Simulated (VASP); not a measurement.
# HfC (Fm-3m) in VASP: a series of runs, part 2 of 2

VASP 6.6.1.

**3. Single point, PBEsol**

This run uses another cell than the first one, of 12.23 Å³/atom, 0.973 times its volume.

The input, INCAR:

```
PREC = Accurate ; ENCUT = 520
EDIFF = 1E-6 ; ISMEAR = -1
SIGMA = 0.05 ; LREAL = False
LASPH = True ; NELM = 100
ALGO = Normal ; ISIF = 2
LWAVE = False ; LCHARG = True
GGA = PS ; LELF = True
LVHAR = True ; NBANDS = 14
```

The input, KPOINTS:

```
Automatic mesh
0
Gamma
  10 10 10
```

The input, POSCAR:

```
HfC
1.0
    0.0000000000      2.3037435904      2.3037435904
    2.3037435904      0.0000000000      2.3037435904
    2.3037435904      2.3037435904      0.0000000000
Hf C
1 1
Direct
    0.5000000000      0.5000000000      0.5000000000
    0.0000000000      0.0000000000      0.0000000000
```

Potentials or basis: VASP PAW PBE potentials, release 64 (Hf_pv, C).

Launch:

```sh
$ cat potpaw_PBE.64/Hf_pv/POTCAR potpaw_PBE.64/C/POTCAR > POTCAR
$ mpirun -np 1 vasp_std > vasp.out
```

OUTCAR:

```text
PREC = Accurate
   ENCUT = 520
   EDIFF = 1E-6
   ISMEAR = -1
   LREAL = False
   LASPH = True
   NELM = 100
   ISIF = 2
   GGA = PS

 ion  position               nearest neighbor table
   1  0.500  0.500  0.500-   2 2.30   2 2.30   2 2.30   2 2.30   2 2.30   2 2.30
   2  0.000  0.000  0.000-   1 2.30   1 2.30   1 2.30   1 2.30   1 2.30   1 2.30

  LATTYP: Found a face centered cubic cell.
 ALAT       =     4.6074871808

  Lattice vectors:

 A1 = (   0.0000000000,   2.3037435904,   2.3037435904)
 A2 = (   2.3037435904,   0.0000000000,   2.3037435904)
 A3 = (   2.3037435904,   2.3037435904,   0.0000000000)

Analysis of symmetry for initial positions (statically):
=====================================================================
 Subroutine PRICEL returns:
 Original cell was already a primitive cell.

 Routine SETGRP: Setting up the symmetry group for a
 face centered cubic supercell.

 Subroutine GETGRP returns: Found 48 space group operations
 (whereof 48 operations were pure point group operations)
 out of a pool of 48 trial point group operations.

The static configuration has the point symmetry O_h .

Analysis of symmetry for dynamics (positions and initial velocities):
=====================================================================
 Subroutine PRICEL returns:
 Original cell was already a primitive cell.

 Routine SETGRP: Setting up the symmetry group for a
 face centered cubic supercell.

 Subroutine GETGRP returns: Found 48 space group operations
 (whereof 48 operations were pure point group operations)
 out of a pool of 48 trial point group operations.

The dynamic configuration has the point symmetry O_h .

 Subroutine INISYM returns: Found 48 space group operations
 (whereof 48 operations are pure point group operations),
 and found     1 'primitive' translations

----------------------------------------------------------------------------------------

                                     Primitive cell

  volume of cell :      24.4530

  direct lattice vectors                    reciprocal lattice vectors
     0.000000000  2.303743590  2.303743590    -0.217038043  0.217038043  0.217038043
     2.303743590  0.000000000  2.303743590     0.217038043 -0.217038043  0.217038043
     2.303743590  2.303743590  0.000000000     0.217038043  0.217038043 -0.217038043

  length of vectors
     3.257985430  3.257985430  3.257985430     0.375920917  0.375920917  0.375920917

  position of ions in fractional coordinates (direct lattice)
     0.500000000  0.500000000  0.500000000
     0.000000000  0.000000000  0.000000000

  ion indices of the primitive-cell ions
   primitive index   ion index
                 1           1
                 2           2

----------------------------------------------------------------------------------------

 KPOINTS: Automatic mesh

Automatic generation of k-mesh.
 Grid dimensions read from file:
 generate k-points for:   10   10   10

 Generating k-lattice:

  Cartesian coordinates                     Fractional coordinates (reciprocal lattice)
    -0.021703804  0.021703804  0.021703804     0.100000000  0.000000000  0.000000000
     0.021703804 -0.021703804  0.021703804     0.000000000  0.100000000  0.000000000
     0.021703804  0.021703804 -0.021703804     0.000000000  0.000000000  0.100000000
[... 40 lines left out ...]
   number of dos      NEDOS =    301   number of ions     NIONS =      2
   total plane-waves  NPLWV =  13824
   dimension x,y,z NGX =    24 NGY =   24 NGZ =   24
   dimension x,y,z NGXF=    48 NGYF=   48 NGZF=   48
   ions per type =               1   1
   NGX,Y,Z   is equivalent  to a cutoff of  12.25, 12.25, 12.25 a.u.
   NGXF,Y,Z  is equivalent  to a cutoff of  24.49, 24.49, 24.49 a.u.
 SYSTEM =  unknown system
   PREC   = accura    normal or accurate (medium, high low for compatibility)
   ISTART =      0    job   : 0-new  1-cont  2-samecut
   ICHARG =      2    charge: 1-file 2-atom 10-const
   ISPIN  =      1    spin polarized calculation?
   LNONCOLLINEAR =      F non collinear calculations
   LSORBIT =      F    spin-orbit coupling
   LASPH  =      T    aspherical Exc in radial PAW
   ENCUT  =  520.0 eV  38.22 Ry    6.18 a.u.   6.06  6.06  6.06*2*pi/ulx,y,z
   NELM   =    100;   NELMIN=  2; NELMDL= -5     # of ELM steps
   EDIFF  = 0.1E-05   stopping-criterion for ELM
   LREAL  =      F    real-space projection
   EDIFFG = 0.1E-04   stopping-criterion for IOM
   NSW    =      0    number of steps for IOM
   IBRION =     -1    ionic relax: 0-MD 1-quasi-New 2-CG
   NFREE  =      0    steps in history (QN), initial steepest desc. (CG)
   ISIF   =      2    stress and relaxation
   ISYM   =      2    0-nonsym 1-usesym 2-fastsym
   POTIM  = 0.5000    time-step for ionic-motion
   TEBEG  =    0.0;   TEEND  =   0.0 temperature during run
   PSTRESS=    0.0 pullay stress
   NELECT =      14.0000    total number of electrons
   NUPDOWN=      -1.0000    fix difference up-down
   EMIN   =  10.00;   EMAX   =-10.00  energy-range for DOS
   EFERMI =   0.00;   METHOD = LEGACY
   ISMEAR =    -1;   SIGMA  =   0.05  broadening in eV -4-tet -1-fermi 0-gaus
   EFERMI_NEDOS =   21; number of points for ismear=-14 and -15
   IALGO  =     38    algorithm
   IMIX   =      4    mixing-type and parameters
     AMIX     =   0.40;   BMIX     =  1.00
     AMIX_MAG =   1.60;   BMIX_MAG =  1.00
  volume/ion in A,a.u.               =      12.23        82.51
  Fermi-wavevector in a.u.,A,eV,Ry     =   1.359377  2.568851 25.142299  1.847907
  Thomas-Fermi vector in A             =   2.486130
   LORBIT       =      0    0 simple, 1 ext, 2 COOP (PROOUT), +10 PAW based schemes
   GGA     = PS    functional components
   LHFCALC =     F    Hartree Fock is set to
   AEXX    =    0.0000 exact exchange contribution
   IVDW    =     0    specifies the selected vdW correction
   LEPSILON=     F    determine dielectric tensor
   LRPA    =     F    only Hartree local field effects (RPA)
 non-spin polarized calculation
  energy-cutoff  :      520.00
  volume of cell :       24.45
 maximum number of plane-waves:       678
   NGX = 13   NGY = 13   NGZ = 13

 number of electron      14.0000002 magnetization

 Free energy of the ion-electron system (eV)
  ---------------------------------------------------
  ext. energy  EPLUGINS =         0.00000000
  ---------------------------------------------------
  free energy    TOTEN  =       -22.19404822 eV

  energy without entropy =      -22.19137148  energy(sigma->0) =      -22.19270985

 E-fermi :   6.0393     XC(G=0): -12.5567

 val. band max:        6.0244259621   @ k =   0.1000   0.0000   0.0000
 cond. band min:       6.1638224832   @ k =   0.1000   0.1000   0.0000
 fundamental gap:      0.1393965211
 Fermi energy:         6.0392621777

 k-point     1 :       0.0000    0.0000    0.0000
  band No.  band energies     occupation
      1     -23.3475      2.00000
      2     -23.3475      2.00000
      3     -23.3475      2.00000
      4      -6.4097      2.00000
      5       7.0608      0.00000
      6       7.0608      0.00000
      7       7.0608      0.00000
      8       7.3708      0.00000
      9       7.3708      0.00000
     10       7.3708      0.00000
     11       9.4681      0.00000
     12       9.4681      0.00000
     13      13.1792      0.00000
     14      17.0447      0.00000
[... 377 lines left out ...]
      1     -23.8990      2.00000
      2     -23.5686      2.00000
      3     -23.5453      2.00000
      4      -4.2449      2.00000
      5       2.2498      2.00000
      6       4.1277      2.00000
      7       5.3119      2.00000
      8       6.2192      0.05324
      9      11.5310      0.00000
     10      12.5921      0.00000
     11      12.7255      0.00000
     12      14.6187      0.00000
     13      17.9757      0.00000
     14      18.9522      0.00000

 [... further k-points ...]

------------------------ aborting loop because EDIFF is reached ----------------------------------------

  FORCE on cell =-STRESS in cart. coord.  units (eV):
  Direction    XX          YY          ZZ          XY          YZ          ZX
  --------------------------------------------------------------------------------------
  -------------------------------------------------------------------------------------
  Total       -0.0579368     -0.0579368     -0.0579368      0.0000000      0.0000000     -0.0000000
  in kB       -3.7960591     -3.7960591     -3.7960591      0.0000000      0.0000000     -0.0000000
  external PRESSURE =      -3.7960591 kB  Pullay stress =       0.0000000 kB

 VOLUME and BASIS-vectors are now :
 -----------------------------------------------------------------------------
  energy-cutoff  :      520.00
  volume of cell :       24.45
      direct lattice vectors                 reciprocal lattice vectors
     0.000000000  2.303743590  2.303743590    -0.217038043  0.217038043  0.217038043
     2.303743590  0.000000000  2.303743590     0.217038043 -0.217038043  0.217038043
     2.303743590  2.303743590  0.000000000     0.217038043  0.217038043 -0.217038043

 POSITION                                       TOTAL-FORCE (eV/Angst)
 -----------------------------------------------------------------------------------
      2.30374      2.30374      2.30374        -0.000000     -0.000000      0.000000
      0.00000      0.00000      0.00000         0.000000      0.000000      0.000000
 -----------------------------------------------------------------------------------
    total drift:                                0.000000     -0.000000      0.000000

  FREE ENERGIE OF THE ION-ELECTRON SYSTEM (eV)
  ---------------------------------------------------
  free  energy   TOTEN  =       -22.1940482162 eV

  energy  without entropy=      -22.1913714750  energy(sigma->0) =      -22.19270985
```

OSZICAR:

```text
N       E                     dE             d eps       ncg     rms          rms(c)
DAV:   1     0.217581227139E+02    0.21758E+02   -0.77616E+03  1316   0.989E+02
DAV:   2    -0.236242898689E+02   -0.45382E+02   -0.42817E+02  1698   0.201E+02
DAV:   3    -0.250695467026E+02   -0.14453E+01   -0.14407E+01  1598   0.258E+01
DAV:   4    -0.250755168098E+02   -0.59701E-02   -0.59687E-02  1516   0.205E+00
DAV:   5    -0.250755517425E+02   -0.34933E-04   -0.34933E-04  1606   0.142E-01    0.609E+01
DAV:   6    -0.222671507698E+02    0.28084E+01   -0.10531E+01  1454   0.172E+01    0.429E+01
DAV:   7    -0.222114739026E+02    0.55677E-01   -0.50204E-01  1646   0.493E+00    0.239E+01
DAV:   8    -0.221990193438E+02    0.12455E-01   -0.58918E-02  1622   0.186E+00    0.497E+00
DAV:   9    -0.221944057324E+02    0.46136E-02   -0.17677E-02  1472   0.761E-01    0.203E+00
DAV:  10    -0.221940549561E+02    0.35078E-03   -0.14116E-03  1724   0.275E-01    0.130E-01
DAV:  11    -0.221940485057E+02    0.64504E-05   -0.80006E-05  1454   0.773E-02    0.316E-02
DAV:  12    -0.221940482162E+02    0.28952E-06   -0.24952E-06  1594   0.126E-02
   1 F= -.22194048E+02 E0= -.22192710E+02  d E =-.267674E-02
```

stdout:

```text
POSCAR found type information on POSCAR HfC
 POSCAR found :  2 types and       2 ions
 scaLAPACK will be used
 -----------------------------------------------------------------------------
|                                                                             |
|                                                                             |
|     You enforced a specific xc type in the INCAR file but a different       |
|     I HOPE YOU KNOW WHAT YOU ARE DOING!                                     |
|                                                                             |
 -----------------------------------------------------------------------------

 LDA part: xc-table for (Slater+PW92), standard interpolation
 POSCAR, INCAR and KPOINTS ok, starting setup
 FFT: planning ... GRIDC
 FFT: planning ... GRID_SOFT
 FFT: planning ... GRID
 WAVECAR not read
 entering main loop
```

Run time: 15 s. Hardware: 1 thread of Intel Xeon 8259CL, shared host; peak memory 0.15 GiB.

What came out:

| Item | Value |
| --- | --- |
| Free energy | -22.1940 eV |
| Pressure | -0.4 GPa |
| Band gap on the k mesh | zero (band 7 reaches 7.06 eV, above the bottom of band 8 at 5.62 eV) |

Levels at points of the mesh, in eV from the Fermi level:
```
           k point  band 5  band 6  band 7  band 8  band 9  band 10
(0.00, 0.00, 0.00)    1.02    1.02    1.02    1.33    1.33     1.33
(0.50, 0.00, 0.00)   -6.32   -3.10   -3.10    5.43    5.43     5.92
(0.50, 0.50, 0.00)   -2.57   -1.94   -0.07   -0.07    5.44     6.92
```

Caveat: the PAW data sets were made with another functional, which shifts forces and pressure a little; spin-orbit coupling is left out, which moves the levels of the heavy elements.

**4. Single point, PBE**

The input, INCAR:

```
ALGO = Normal
EDIFF = 1E-6
ENCUT = 520
GGA = PE
ISIF = 2
ISMEAR = 0
LASPH = T
LCHARG = F
LREAL = F
LWAVE = F
NBANDS = 14
NELM = 100
PREC = Accurate
SIGMA = 0.020999999999999998
```

The input, KPOINTS:

```
k-points
0
Gamma
  10 10 10
```

The input, POSCAR:

```
HfC
1.0
    0.0000000000      2.3250000000      2.3250000000
    2.3250000000      0.0000000000      2.3250000000
    2.3250000000      2.3250000000      0.0000000000
Hf C
1 1
Direct
    0.5000000000      0.5000000000      0.5000000000
    0.0000000000      0.0000000000      0.0000000000
```

Launch:

```sh
$ cat potpaw_PBE.64/Hf_pv/POTCAR potpaw_PBE.64/C/POTCAR > POTCAR
$ mpirun -np 1 vasp_std > vasp.out
```

Wall time 12 s (1 thread of Intel Xeon 8259CL, shared host); peak memory 0.15 GiB.

The run converged. Its results:

```yaml
Free_energy: -21.0428 eV
Pressure: -0.5 GPa
Band_gap_on_the_k_mesh: zero (band 7 reaches 6.95 eV, above the bottom of band 8 at 5.55 eV)
```

Levels at points of the mesh, in eV from the Fermi level:
```csv
k point,band 4,band 5,band 6,band 7,band 8,band 9,band 10,band 11
"(0.00, 0.00, 0.00)",-12.33,0.98,0.98,0.98,1.37,1.37,1.37,3.37
"(0.50, 0.00, 0.00)",-8.59,-6.16,-3.00,-3.00,5.30,5.30,5.76,6.53
"(0.50, 0.50, 0.00)",-10.43,-2.61,-1.79,-0.12,-0.12,5.29,6.72,6.72
```

Caveat: spin-orbit coupling is left out, which moves the levels of the heavy elements.

**5. Summary**

| level | cell | k mesh | cutoff (eV) | smearing | gap on the mesh (eV) | pressure (GPa) |
| --- | --- | --- | --- | --- | --- | --- |
| PBE | a = 3.288 Å, angles 60.0°, 2 atoms | 6 × 6 × 6 | 600 | fermi-dirac 0.02 eV | none | -0.6 |
| PBEsol | a = 3.258 Å, angles 60.0°, 2 atoms | 10 × 10 × 10 | 520 | fermi-dirac 0.05 eV | none | -0.4 |
| PBE | a = 3.288 Å, angles 60.0°, 2 atoms | 10 × 10 × 10 | 520 | gaussian 0.021 eV | none | -0.5 |

Alike in all rows: task single point; potentials or basis VASP PAW PBE potentials, release 64 (Hf_pv, C); no spin polarisation.

Caveats: some runs use coarse meshes; spin-orbit coupling is left out, which moves the levels of the heavy elements; the PAW data sets were made with another functional, which shifts forces and pressure a little (some runs).

Total energies depend on the potentials used, so only differences within one code and one set of settings carry meaning.
